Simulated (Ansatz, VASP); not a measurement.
**Zr3O: VASP beside Ansatz**

File INCAR:

```
SYSTEM = Zr3O
ALGO     = Normal         ! electronic algorithm
EDIFF    = 1E-7           ! SCF threshold, eV
ENCUT    = 520            ! plane-wave cutoff, eV
GGA      = PS             ! functional
ISIF     = 2              ! what is computed and relaxed
ISMEAR   = 0              ! smearing method
LASPH    = .TRUE.         ! aspherical terms in the spheres
LCHARG   = .FALSE.        ! write CHGCAR
LREAL    = .FALSE.        ! projectors in reciprocal space
LWAVE    = .FALSE.        ! write WAVECAR
NBANDS   = 52             ! bands
NELM     = 80             ! most SCF steps
PREC     = Accurate       ! precision mode
SIGMA    = 0.15           ! smearing width, eV
```

The input KPOINTS:

```
k-points
0
G
  9 9 8
  0 0 0
```

The input POSCAR:

```
Zr3O
1.0
    5.8497104291      0.0000000000      0.0000000000
   -2.9248552145      5.0659978364      0.0000000000
    0.0000000000      0.0000000000      4.6984874166
Zr O
6 2
Direct
    0.3529025719      0.0000000000      0.0000000000
    0.3529025719      0.3529025719      0.5000000000
    0.0000000000      0.3529025719      0.0000000000
    0.6470974281      0.0000000000      0.5000000000
    0.6470974281      0.6470974281      0.0000000000
    0.0000000000      0.6470974281      0.5000000000
    0.3333333333      0.6666666667      0.2500000000
    0.6666666667      0.3333333333      0.7500000000
```

Input for Ansatz:

```yaml
crystal:
  lattice:
    - [5.8497104291, 0.0, 0.0]
    - [-2.9248552145, 5.0659978364, 0.0]
    - [0.0, 0.0, 4.6984874166]
  atoms:
    - { symbol: Zr, position: [0.3529025719, 0.0, 0.0] }
    - { symbol: Zr, position: [0.3529025719, 0.3529025719, 0.5] }
    - { symbol: Zr, position: [0.0, 0.3529025719, 0.0] }
    - { symbol: Zr, position: [0.6470974281, 0.0, 0.5] }
    - { symbol: Zr, position: [0.6470974281, 0.6470974281, 0.0] }
    - { symbol: Zr, position: [0.0, 0.6470974281, 0.5] }
    - { symbol: O, position: [0.3333333333, 0.6666666667, 0.25] }
    - { symbol: O, position: [0.6666666667, 0.3333333333, 0.75] }
basis:
  ecutwfc: 520.0
kpoints:
  mp_grid: { grid: [9, 9, 8] }
hamiltonian:
  xc: pbesol
  pseudopotentials: { kind: paw, azcp: { folder: soft_1 } }
scf:
  occupations: { method: gaussian, width: 0.15 }
output:
  forces: true
  stress: true
  eigenvalues: true
```

Alike in both runs: task single point; functional PBEsol; k mesh 9 × 9 × 8; occupations gaussian, width 0.15 eV; no spin polarisation.

```csv
,VASP,Ansatz
version,VASP 6.6.1,Ansatz 0.2.0
potentials or method,"VASP PAW PBE potentials, release 64 (Zr_sv, O), cutoff 520 eV","scalar-relativistic, plane waves, PAW"
valence electrons in the cell,84,84
```

Ansatz gave:

```
gap on the k mesh at the Fermi level (eV)                     : none
pressure (GPa)                                                : 3.4
traceless stress, the component that is largest in VASP (GPa) : 14.45
rms of the force components (eV/Å)                            : 0.418
```

Question: What did VASP give for the same quantities?

Answer: gap on the k mesh at the Fermi level (eV): none; pressure (GPa): 3.5; traceless stress, the component that is largest in VASP (GPa): 14.45; rms of the force components (eV/Å): 0.426.

VASP's potentials were made for PBE, not for PBEsol, and Ansatz warns of the same on its side. Atom by atom the forces differ by 0.009 eV/Å (rms over components). A gap of «none» marks a metal or a gap that the smearing closes.
